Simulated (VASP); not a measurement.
K2Sc4F13 (a cell with a defect), 19 atoms in the cell. The cell holds a defect, 19 atoms: a = 6.224 Å, b = 6.224 Å, c = 8.097 Å, α = 90.00°, β = 90.00°, γ = 116.57°. 

```yaml
Program: VASP 6.6.1
Task: single point
Functional: PBEsol
Potentials_or_basis: VASP PAW PBE potentials, release 64 (K_sv, Sc_sv, F)
Cutoff: 520 eV
k_mesh: 2 × 2 × 1
Occupations: fermi-dirac, width 0.05 eV
Spin: no spin polarisation
Dipole_correction: no
Further_INCAR_settings: LREAL = Auto; ALGO = Normal; EDIFF = 1e-06; NBANDS = 92
```

Potentials or basis: VASP PAW PBE potentials, release 64 (K_sv, Sc_sv, F).

The run is started by

```console
$ cat potpaw_PBE.64/K_sv/POTCAR potpaw_PBE.64/Sc_sv/POTCAR potpaw_PBE.64/F/POTCAR > POTCAR
$ mpirun -np 1 vasp_std > vasp.out
```

Hardware: 1 thread of Intel(R) Xeon(R) Platinum 8375C CPU @ 2.90GHz (Ice Lake) (shared host).

**Question.** Estimate the wall time of this run.

**Answer.** Wall time 5.6 min on 1 thread of Intel(R) Xeon(R) Platinum 8375C CPU @ 2.90GHz (Ice Lake), on a shared host, peak memory 0.37 GiB. Counts: scf iterations 18, k points 4.
